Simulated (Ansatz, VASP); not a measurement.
Given: the input of a run of VASP 6.6.1 on PbSe.

INCAR

```
SYSTEM = PbSe
PREC = Accurate
ENCUT = 600
EDIFF = 1E-6
ISMEAR = -1
SIGMA = 0.05
LREAL = .False.
LASPH = .True.
NELM = 100
ALGO = Normal
ISIF = 3
LWAVE = .False.
LCHARG = .False.
GGA = PE
IBRION = 2
NSW = 80
EDIFFG = -0.005
```

KPOINTS

```
Automatic mesh
0
Gamma
  8 8 8
  0 0 0
```

POSCAR

```
PbSe
1.0
    0.0000000000      3.0606500000      3.0606500000
    3.0606500000      0.0000000000      3.0606500000
    3.0606500000      3.0606500000      0.0000000000
Pb Se
1 1
Direct
    0.0000000000      0.0000000000      0.0000000000
    0.5000000000      0.5000000000      0.5000000000
```

Potentials or basis: VASP PAW PBE potentials, release 64 (Pb_d, Se).

Run with:

```console
$ cat potpaw_PBE.64/Pb_d/POTCAR potpaw_PBE.64/Se/POTCAR > POTCAR
$ mpirun -np 1 vasp_std > vasp.out
```

Question: Set up the same calculation for Ansatz 0.2.0. Potentials there: all-electron LAPW, scalar-relativistic.

Answer: As run (the cutoff follows the program's own potentials):

input.yaml

```yaml
crystal:
  lattice:
    - [0.0, 3.06065, 3.06065]
    - [3.06065, 0.0, 3.06065]
    - [3.06065, 3.06065, 0.0]
  atoms:
    - { symbol: Pb, position: [0.0, 0.0, 0.0] }
    - { symbol: Se, position: [0.5, 0.5, 0.5] }
kpoints:
  mp_grid: { grid: [8, 8, 8] }
scf:
  occupations: { method: fermi_dirac, width: 0.05 }
hamiltonian:
  xc: pbe
  pseudopotentials: { kind: all_electron, lapw: { basis_error: 0.001 } }
output:
  forces: true
  stress: true
relax:
  f_tol: 0.005
  max_steps: 60
  cell: {}
```

Potentials or basis: all-electron LAPW, scalar-relativistic.

Run with:

```console
$ ansatz run input.yaml --threads 1 --pin off --max-ram 3072MiB --backend cpu --events-out ev --progress --plain --runs-dir out
```

Both were run:

|  | VASP | Ansatz | Ansatz less VASP |
| --- | --- | --- | --- |
| relaxed volume (Å³/atom) | 30.05 | 30.04 | -0.001 |
| relaxed cell length with the largest relative difference (Å) | 4.397 | 4.396 | 0.0000 |

Ansatz ran all-electron here, and VASP with PAW potentials.

Spin-orbit coupling is off throughout.
